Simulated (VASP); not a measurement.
# KF in VASP: settings compared, part 3 of 3

VASP 6.6.1. The steps go on from the part before.

### 4 Single point, PBE

INCAR reads:

```
SYSTEM = KF
PREC     = Accurate       ! precision mode
ENCUT    = 520            ! plane-wave cutoff, eV
EDIFF    = 1E-6           ! SCF threshold, eV
ISMEAR   = -1             ! smearing method
SIGMA    = 0.02           ! smearing width, eV
LREAL    = .False.        ! projectors in reciprocal space
LASPH    = .True.         ! aspherical terms in the spheres
NELM     = 100            ! most SCF steps
ALGO     = Normal         ! electronic algorithm
ISIF     = 2              ! what is computed and relaxed
LWAVE    = .False.        ! write WAVECAR
LCHARG   = .False.        ! write CHGCAR
GGA      = PE             ! functional
NBANDS   = 15             ! bands
```

KPOINTS reads:

```
Automatic mesh
0
Gamma
  6 6 6
  0 0 0
```

POSCAR reads:

```
KF
1.0
    0.0000000000      2.6718500000      2.6718500000
    2.6718500000      0.0000000000      2.6718500000
    2.6718500000      2.6718500000      0.0000000000
K F
1 1
Direct
    0.0000000000      0.0000000000      0.0000000000
    0.5000000000      0.5000000000      0.5000000000
```

Potentials or basis: VASP PAW PBE potentials, release 64 (K_sv, F).

Command:

```
$ cat potpaw_PBE.64/K_sv/POTCAR potpaw_PBE.64/F/POTCAR > POTCAR
$ mpirun -np 1 vasp_std > vasp.out
```

OUTCAR:

```text
SYSTEM = KF
   PREC = Accurate
   ENCUT = 520
   EDIFF = 1E-6
   ISMEAR = -1
   LREAL = .False.
   LASPH = .True.
   NELM = 100
   ISIF = 2
   GGA = PE

 ion  position               nearest neighbor table
   1  0.000  0.000  0.000-   2 2.67   2 2.67   2 2.67   2 2.67   2 2.67   2 2.67
   2  0.500  0.500  0.500-   1 2.67   1 2.67   1 2.67   1 2.67   1 2.67   1 2.67

  LATTYP: Found a face centered cubic cell.
 ALAT       =     5.3437000000

  Lattice vectors:

 A1 = (   0.0000000000,   2.6718500000,   2.6718500000)
 A2 = (   2.6718500000,   0.0000000000,   2.6718500000)
 A3 = (   2.6718500000,   2.6718500000,   0.0000000000)

Analysis of symmetry for initial positions (statically):
=====================================================================
 Subroutine PRICEL returns:
 Original cell was already a primitive cell.

 Routine SETGRP: Setting up the symmetry group for a
 face centered cubic supercell.

 Subroutine GETGRP returns: Found 48 space group operations
 (whereof 48 operations were pure point group operations)
 out of a pool of 48 trial point group operations.

The static configuration has the point symmetry O_h .

Analysis of symmetry for dynamics (positions and initial velocities):
=====================================================================
 Subroutine PRICEL returns:
 Original cell was already a primitive cell.

 Routine SETGRP: Setting up the symmetry group for a
 face centered cubic supercell.

 Subroutine GETGRP returns: Found 48 space group operations
 (whereof 48 operations were pure point group operations)
 out of a pool of 48 trial point group operations.

The dynamic configuration has the point symmetry O_h .

 Subroutine INISYM returns: Found 48 space group operations
 (whereof 48 operations are pure point group operations),
 and found     1 'primitive' translations

----------------------------------------------------------------------------------------

                                     Primitive cell

  volume of cell :      38.1475

  direct lattice vectors                    reciprocal lattice vectors
     0.000000000  2.671850000  2.671850000    -0.187136254  0.187136254  0.187136254
     2.671850000  0.000000000  2.671850000     0.187136254 -0.187136254  0.187136254
     2.671850000  2.671850000  0.000000000     0.187136254  0.187136254 -0.187136254

  length of vectors
     3.778566507  3.778566507  3.778566507     0.324129500  0.324129500  0.324129500

  position of ions in fractional coordinates (direct lattice)
     0.000000000  0.000000000  0.000000000
     0.500000000  0.500000000  0.500000000

  ion indices of the primitive-cell ions
   primitive index   ion index
                 1           1
                 2           2

----------------------------------------------------------------------------------------

 KPOINTS: Automatic mesh

Automatic generation of k-mesh.
 Grid dimensions read from file:
 generate k-points for:    6    6    6

 Generating k-lattice:

  Cartesian coordinates                     Fractional coordinates (reciprocal lattice)
[... 21 lines left out ...]
  0.166667  0.166667  0.000000      6.000000
  0.333333  0.166667  0.000000     24.000000
[... 8 lines left out ...]
 -0.333333  0.333333  0.166667     24.000000
 -0.333333  0.500000  0.166667     12.000000
   k-points           NKPTS =     16   k-points in BZ     NKDIM =     16   number of bands    NBANDS=     15
   number of dos      NEDOS =    301   number of ions     NIONS =      2
   total plane-waves  NPLWV =  21952
   dimension x,y,z NGX =    28 NGY =   28 NGZ =   28
   dimension x,y,z NGXF=    56 NGYF=   56 NGZF=   56
   ions per type =               1   1
   NGX,Y,Z   is equivalent  to a cutoff of  12.32, 12.32, 12.32 a.u.
   NGXF,Y,Z  is equivalent  to a cutoff of  24.64, 24.64, 24.64 a.u.
 SYSTEM =  KF
   PREC   = accura    normal or accurate (medium, high low for compatibility)
   ISTART =      0    job   : 0-new  1-cont  2-samecut
   ICHARG =      2    charge: 1-file 2-atom 10-const
   ISPIN  =      1    spin polarized calculation?
   LNONCOLLINEAR =      F non collinear calculations
   LSORBIT =      F    spin-orbit coupling
   LASPH  =      T    aspherical Exc in radial PAW
   ENCUT  =  520.0 eV  38.22 Ry    6.18 a.u.   7.03  7.03  7.03*2*pi/ulx,y,z
   NELM   =    100;   NELMIN=  2; NELMDL= -5     # of ELM steps
   EDIFF  = 0.1E-05   stopping-criterion for ELM
   LREAL  =      F    real-space projection
   EDIFFG = 0.1E-04   stopping-criterion for IOM
   NSW    =      0    number of steps for IOM
   IBRION =     -1    ionic relax: 0-MD 1-quasi-New 2-CG
   NFREE  =      0    steps in history (QN), initial steepest desc. (CG)
   ISIF   =      2    stress and relaxation
   ISYM   =      2    0-nonsym 1-usesym 2-fastsym
   POTIM  = 0.5000    time-step for ionic-motion
   TEBEG  =    0.0;   TEEND  =   0.0 temperature during run
   PSTRESS=    0.0 pullay stress
   NELECT =      16.0000    total number of electrons
   NUPDOWN=      -1.0000    fix difference up-down
   EMIN   =  10.00;   EMAX   =-10.00  energy-range for DOS
   EFERMI =   0.00;   METHOD = LEGACY
   ISMEAR =    -1;   SIGMA  =   0.02  broadening in eV -4-tet -1-fermi 0-gaus
   EFERMI_NEDOS =   21; number of points for ismear=-14 and -15
   IALGO  =     38    algorithm
   IMIX   =      4    mixing-type and parameters
     AMIX     =   0.40;   BMIX     =  1.00
     AMIX_MAG =   1.60;   BMIX_MAG =  1.00
  volume/ion in A,a.u.               =      19.07       128.72
  Fermi-wavevector in a.u.,A,eV,Ry     =   1.225442  2.315750 20.431978  1.501708
  Thomas-Fermi vector in A             =   2.360480
   LORBIT       =      0    0 simple, 1 ext, 2 COOP (PROOUT), +10 PAW based schemes
   GGA     = PE    functional components
   LHFCALC =     F    Hartree Fock is set to
   AEXX    =    0.0000 exact exchange contribution
   IVDW    =     0    specifies the selected vdW correction
   LEPSILON=     F    determine dielectric tensor
   LRPA    =     F    only Hartree local field effects (RPA)
 non-spin polarized calculation
  energy-cutoff  :      520.00
  volume of cell :       38.15
 maximum number of plane-waves:      1034
   NGX = 13   NGY = 13   NGZ = 13

 number of electron      16.0000002 magnetization

 Free energy of the ion-electron system (eV)
  ---------------------------------------------------
  ext. energy  EPLUGINS =         0.00000000
  ---------------------------------------------------
  free energy    TOTEN  =        -8.29001673 eV

  energy without entropy =       -8.29001673  energy(sigma->0) =       -8.29001673

 E-fermi :  -2.3149     XC(G=0):  -8.4038

 val. band max:       -2.8045606048   @ k =   0.0000   0.0000   0.0000
 cond. band min:       3.3611120182   @ k =   0.0000   0.0000   0.0000
 fundamental gap:      6.1656726230
 Fermi energy:        -2.3148757203

 k-point     1 :       0.0000    0.0000    0.0000
  band No.  band energies     occupation
      1     -28.9420      2.00000
      2     -21.4602      2.00000
      3     -12.1925      2.00000
      4     -12.1925      2.00000
      5     -12.1925      2.00000
      6      -2.8046      2.00000
      7      -2.8046      2.00000
      8      -2.8046      2.00000
      9       3.3611      0.00000
     10       7.8748      0.00000
     11       7.8748      0.00000
     12       7.8748      0.00000
     13       9.5465      0.00000
     14       9.5465      0.00000
[... 257 lines left out ...]
      2     -21.4960      2.00000
      3     -12.6642      2.00000
      4     -12.4912      2.00000
      5     -12.3112      2.00000
      6      -3.1233      2.00000
      7      -2.9995      2.00000
      8      -2.9243      2.00000
      9       6.1382      0.00000
     10       7.8174      0.00000
     11       8.1368      0.00000
     12      10.7183      0.00000
     13      11.4301      0.00000
     14      12.2563      0.00000
     15      12.5211      0.00000

------------------------ aborting loop because EDIFF is reached ----------------------------------------

  FORCE on cell =-STRESS in cart. coord.  units (eV):
  Direction    XX          YY          ZZ          XY          YZ          ZX
  --------------------------------------------------------------------------------------
  -------------------------------------------------------------------------------------
  Total        0.3378837      0.3378837      0.3378837     -0.0000000      0.0000000     -0.0000000
  in kB       14.1909525     14.1909525     14.1909525     -0.0000000      0.0000000     -0.0000000
  external PRESSURE =      14.1909525 kB  Pullay stress =       0.0000000 kB

 VOLUME and BASIS-vectors are now :
 -----------------------------------------------------------------------------
  energy-cutoff  :      520.00
  volume of cell :       38.15
      direct lattice vectors                 reciprocal lattice vectors
     0.000000000  2.671850000  2.671850000    -0.187136254  0.187136254  0.187136254
     2.671850000  0.000000000  2.671850000     0.187136254 -0.187136254  0.187136254
     2.671850000  2.671850000  0.000000000     0.187136254  0.187136254 -0.187136254

 POSITION                                       TOTAL-FORCE (eV/Angst)
 -----------------------------------------------------------------------------------
      0.00000      0.00000      0.00000         0.000000     -0.000000     -0.000000
      2.67185      2.67185      2.67185         0.000000      0.000000      0.000000
 -----------------------------------------------------------------------------------
    total drift:                                0.000000      0.000000      0.000000

  FREE ENERGIE OF THE ION-ELECTRON SYSTEM (eV)
  ---------------------------------------------------
  free  energy   TOTEN  =        -8.2900167293 eV

  energy  without entropy=       -8.2900167293  energy(sigma->0) =       -8.29001673
```

Run time: 13 s. Hardware: 1 thread of AMD EPYC 7R13, shared host; peak memory 0.13 GiB.

Results:

- Free energy: -8.2900 eV
- Pressure: 1.4 GPa
- Band gap on the k mesh: 6.17 eV

Expect the measured gap to be larger: semilocal functionals such as PBE lack the derivative discontinuity.

### 5 Single point, revPBE+D4 (15.26 Å³/atom)

This run uses another cell than the first one, of 15.26 Å³/atom.

INCAR reads:

```
  PREC = Accurate
  ENCUT = 520
  EDIFF = 1E-6
  ISMEAR = -5
  SIGMA = 0.05
  LREAL = False
  LASPH = True
  NELM = 60
  ALGO = Normal
  ISIF = 2
  LWAVE = False
  LCHARG = False
  GGA = RE
  IVDW = 13
  NBANDS = 15
```

KPOINTS reads:

```
Automatic mesh
0
Gamma
  9 9 9
```

POSCAR reads:

```
KF
1.0
    3.5077104208      0.0000000000      0.0000000000
    1.7538552104      3.0377663335      0.0000000000
    1.7538552104      1.0125887778      2.8640335655
K F
1 1
Direct
    0.0000000000      0.0000000000      0.0000000000
    0.5000000000      0.5000000000      0.5000000000
```

Command:

```
$ cat potpaw_PBE.64/K_sv/POTCAR potpaw_PBE.64/F/POTCAR > POTCAR
$ mpirun -np 1 vasp_std > vasp.out
```

It took 34 s on 1 thread of AMD EPYC 7R13, shared host; peak memory 0.13 GiB.

It converged, with:

- Free energy: -7.7082 eV
- Pressure: 16.4 GPa
- Band gap on the k mesh: 7.78 eV (least direct gap 7.80 eV)
- Dispersion energy per atom: -0.151 eV

Levels at points of the mesh, in eV from the valence-band top:
```
           k point  band 6  band 7  band 8  band 9  band 10  band 11
(0.00, 0.00, 0.00)   -0.02   -0.02   -0.02    7.78    11.31    11.31
```

Caveat: the cell stands under pressure; the PAW data sets were made with another functional, which shifts forces and pressure a little; an odd mesh through Γ misses points on the zone boundary, where band edges can lie.

### 6 Single point, PBE

This run uses another cell than the first one, of 18.88 Å³/atom.

INCAR reads:

```
SYSTEM = KF
PREC = Accurate ; ENCUT = 520
EDIFF = 1E-6 ; ISMEAR = -1
SIGMA = 0.05 ; LREAL = .FALSE.
LASPH = .TRUE. ; NELM = 80
ALGO = Normal ; ISIF = 2
LWAVE = .FALSE. ; LCHARG = .FALSE.
GGA = PE ; NBANDS = 15
```

KPOINTS reads:

```
regular mesh
0
G
  9 9 9
  0 0 0
```

POSCAR reads:

```
KF
1.0
    0.0000000000      2.6718500000      2.6718500000
    2.6451315000      0.0000000000      2.6718500000
    2.6451315000      2.6718500000      0.0000000000
K F
1 1
Direct
    0.0000000000      0.0000000000      0.0000000000
    0.5000000000      0.5000000000      0.5000000000
```

Potentials or basis: VASP PAW PBE potentials, release 64 (K_sv, F).

Command:

```
$ cat potpaw_PBE.64/K_sv/POTCAR potpaw_PBE.64/F/POTCAR > POTCAR
$ mpirun -np 1 vasp_std > vasp.out
```

Run time: 57 s. Hardware: 1 thread of Intel Xeon 8259CL, shared host; peak memory 0.18 GiB.

It converged, with:

| Quantity | Value |
| --- | --- |
| Free energy | -8.2853 eV |
| Pressure | 1.8 GPa |
| Band gap on the k mesh | 6.21 eV |

Stress tensor (GPa, compression positive):
```
2.23 0.00 0.00
0.00 1.59 0.00
0.00 0.00 1.59
```

Levels at points of the mesh, in eV from the valence-band top:
```tsv
k point	band 5	band 6	band 7	band 8	band 9	band 10	band 11	band 12
(0.00, 0.00, 0.00)	-9.36	-0.02	-0.02	0.00	6.21	10.68	10.68	10.74
```

Caveat: an odd mesh through Γ misses points on the zone boundary, where band edges can lie.

### 7 The runs side by side

| level | cell | k mesh | smearing | grid for exact exchange (PRECFOCK) | share of exact exchange | screening parameter | gap on the mesh (eV) | pressure (GPa) |
| --- | --- | --- | --- | --- | --- | --- | --- | --- |
| PBE-based screened hybrid with 50 % exact exchange | a = 3.779 Å, angles 60.0°, 2 atoms | 5 × 5 × 5 | fermi-dirac 0.05 eV | Normal | 0.5 | 0.2 1/Å | 10.29 | -0.3 |
| PBE-based screened hybrid with 5 % exact exchange | a = 3.779 Å, angles 60.0°, 2 atoms | 5 × 5 × 5 | fermi-dirac 0.05 eV | Normal | 0.05 | 0.2 1/Å | 6.56 | 1.3 |
| PBE | a = 3.779 Å, angles 60.0°, 2 atoms | 6 × 6 × 6 | fermi-dirac 0.02 eV | - | - | - | 6.17 | 1.4 |
| revPBE+D4 | a = 3.508 Å, angles 60.0°, 2 atoms | 9 × 9 × 9 | tetrahedron | - | - | - | 7.78 | 16.4 |
| PBE | a = 3.779, b = 3.760, c = 3.760 Å, angles 60.3, 59.8, 59.8°, 2 atoms | 9 × 9 × 9 | fermi-dirac 0.05 eV | - | - | - | 6.21 | 1.8 |

Alike in all rows: task single point; potentials or basis VASP PAW PBE potentials, release 64 (K_sv, F); no spin polarisation; cutoff (eV) 520.

On the cell as given the gap runs from 6.17 eV (PBE) to 10.29 eV (PBE-based screened hybrid with 50 % exact exchange); the meshes differ, which moves gaps too. The pressure there spans -0.3 GPa (PBE-based screened hybrid with 50 % exact exchange) to 1.4 GPa (PBE); a positive pressure means that this level wants a larger cell, a negative one a smaller.

Caveats: the PAW data sets were made with another functional, which shifts forces and pressure a little (at least some runs); an odd mesh through Γ misses points on the zone boundary, where band edges can lie (at least some runs); the cell stands under pressure (at least some runs).

Total energies depend on the potentials used, so only differences within one code and one set of settings carry meaning.
